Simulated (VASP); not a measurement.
Ir:

```
CELL_PARAMETERS angstrom
2.71486 0.00000 0.00000
-1.35743 2.35114 0.00000
0.00000 0.00000 4.43337
ATOMIC_POSITIONS crystal
Ir 0.33333 0.66667 0.25000
Ir 0.66667 0.33333 0.75000
```

This isn't the form of Ir at room conditions, which is fcc.

- Program: VASP 6.6.1
- Task: relaxation of cell and atoms
- Functional: PBE
- Potentials or basis: VASP PAW PBE potentials, release 64 (Ir)
- Cutoff: 600 eV
- k mesh: 13 × 13 × 7
- Occupations: fermi-dirac, width 0.05 eV
- Spin: collinear spin
- Starting moments: [1.0, 1.0] μB

At the start: pressure 11.6 GPa; volume 14.15 Å³/atom.

Q: Where does the relaxation end?

A: Over 9 steps the energy falls by 15.7 meV/atom and the volume is 14.59 Å³/atom (+3.1 %); space group P6_3/mmc (No. 194, to 0.1 Å) before and after; moment 0.00 μB per cell.

The path:
| step | energy change (eV) | largest force (eV/Å) | pressure (GPa) | volume (Å³) |
| --- | --- | --- | --- | --- |
| 1 | 0.0000 | 0.0000 | 11.55 | 28.30 |
| 2 | 0.3264 | 0.0000 | -29.10 | 32.69 |
| 3 | -0.0310 | 0.0000 | -0.58 | 29.24 |
| 4 | -0.0311 | 0.0000 | -0.07 | 29.19 |
| 5 | -0.0311 | 0.0000 | 0.14 | 29.17 |
| 6 | -0.0314 | 0.0000 | 0.19 | 29.17 |
| 7 | -0.0314 | 0.0000 | 0.18 | 29.17 |
| 8 | -0.0313 | 0.0000 | -0.50 | 29.23 |
| 9 | -0.0314 | 0.0000 | 0.02 | 29.19 |

Final structure:
```
Ir
1.0
     2.74767    0.00000    0.00000
    -1.37383    2.37955    0.00000
     0.00000    0.00000    4.46388
Ir
2
Cartesian
  0.0000 1.5864 1.1160
  1.3738 0.7932 3.3479
```
